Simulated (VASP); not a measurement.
Be6S:

```
Be S
1.0
     3.95000    0.00000    0.00000
    -1.97500    3.42080    0.00000
     0.00000    0.00000    5.00000
Be S
6 1
Direct
  0.00000 0.00000 0.62000
  0.66670 0.66670 0.30000
  0.00000 0.33330 0.30000
  0.33330 0.00000 0.30000
  0.66667 0.33333 0.62000
  0.33333 0.66667 0.62000
  0.00000 0.00000 0.00000
```

* Program: VASP 6.6.1
* Task: relaxation of cell and atoms
* Functional: PBE
* Potentials or basis: VASP PAW PBE potentials, release 64 (Be, S)
* Cutoff: 600 eV
* k mesh: 5 × 5 × 3
* Occupations: gaussian, width 0.2 eV
* Spin: no spin polarisation

At the start: pressure 13.7 GPa; volume 9.65 Å³/atom.

How do energy, volume and symmetry change on relaxing?

Over 13 steps the energy falls by 216.8 meV/atom and the volume is 11.32 Å³/atom (+17.3 %); space group P31m (No. 157, to 0.05 Å).

The path:
| step | energy change (eV) | largest force (eV/Å) | pressure (GPa) | volume (Å³) |
| --- | --- | --- | --- | --- |
| 1 | 0.0000 | 1.8300 | 13.68 | 67.56 |
| 2 | -0.9824 | 1.1049 | 0.16 | 75.81 |
| 3 | -1.0643 | 1.0274 | -7.39 | 85.12 |
| 4 | -1.1146 | 1.0016 | -5.18 | 81.65 |
| 5 | -1.3925 | 0.6688 | -1.57 | 79.22 |
| 6 | -1.4605 | 0.4765 | 1.55 | 77.50 |
| 7 | -1.4609 | 0.4573 | 1.88 | 77.34 |
| 8 | -1.5012 | 0.2397 | 0.28 | 78.68 |
| 9 | -1.5014 | 0.2243 | 0.18 | 78.78 |
| 10 | -1.5133 | 0.1271 | -0.08 | 79.30 |
| 11 | -1.5138 | 0.1414 | -0.14 | 79.44 |
| 12 | -1.5164 | 0.0847 | -0.24 | 79.36 |
| 13 | -1.5176 | 0.0183 | -0.37 | 79.26 |

Final structure:
```
Be S
1.0
     3.93284    0.00000    0.00000
    -1.96642    3.40594    0.00000
     0.00000    0.00000    5.91694
Be S
6 1
Direct
  0.00000 0.00000 0.66116
  0.63492 0.63492 0.29428
  0.00000 0.36508 0.29428
  0.36508 0.00000 0.29428
  0.66667 0.33333 0.58418
  0.33333 0.66667 0.58418
  0.00000 0.00000 0.04763
```

Caveat: the k points lie up to 0.37 Å⁻¹ apart in the final cell; the volume moved by over 15 % at a fixed basis, so the end points are rough; the relaxation stopped at a loose force limit of 0.08 eV/Å, so its end isn't a converged minimum.
